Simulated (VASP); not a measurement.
**Rh: single point with PBEsol**

Rh:

```
CELL_PARAMETERS angstrom
2.73098 0.00000 0.00000
-1.36549 2.36510 0.00000
0.00000 0.00000 4.42849
ATOMIC_POSITIONS crystal
Rh 0.66667 0.33333 0.75000
Rh 0.33333 0.66667 0.25000
```

This isn't the form of Rh at room conditions, which is fcc.

| Item | Value |
| --- | --- |
| Program | VASP 6.6.1 |
| Task | single point |
| Functional | PBEsol |
| Potentials or basis | VASP PAW PBE potentials, release 64 (Rh_pv) |
| Cutoff | 520 eV |
| k mesh | 24 × 24 × 12 |
| Occupations | gaussian, width 0.15 eV |
| Spin | no spin polarisation |

```
Pressure               : -13.6 GPa
Band gap on the k mesh : zero (bands 15 and 16 overlap by 2.28 eV)
```

Stress tensor (GPa, compression positive):
```
-13.11   0.00   0.00
  0.00 -13.11   0.00
  0.00   0.00 -14.61
```

Levels at points of the mesh, in eV from the Fermi level:
```
           k point  band 13  band 14  band 15  band 16  band 17  band 18
(0.00, 0.00, 0.00)    -2.38    -1.79    -1.79     0.13     0.13     0.67
(0.50, 0.00, 0.00)    -2.07     0.41     0.58     0.70     2.89     4.91
(0.00, 0.00, 0.50)    -2.96    -2.96    -0.41    -0.41    -0.41    -0.41
(0.50, 0.00, 0.50)    -0.30    -0.30     0.58     0.58     2.57     2.57
```

It took 4.4 min on 1 thread of Intel Xeon 8259CL, on a shared host, peak memory 0.3 GiB.

Caveat: the cell stands under tension; the PAW data sets were made with another functional, which shifts forces and pressure a little.
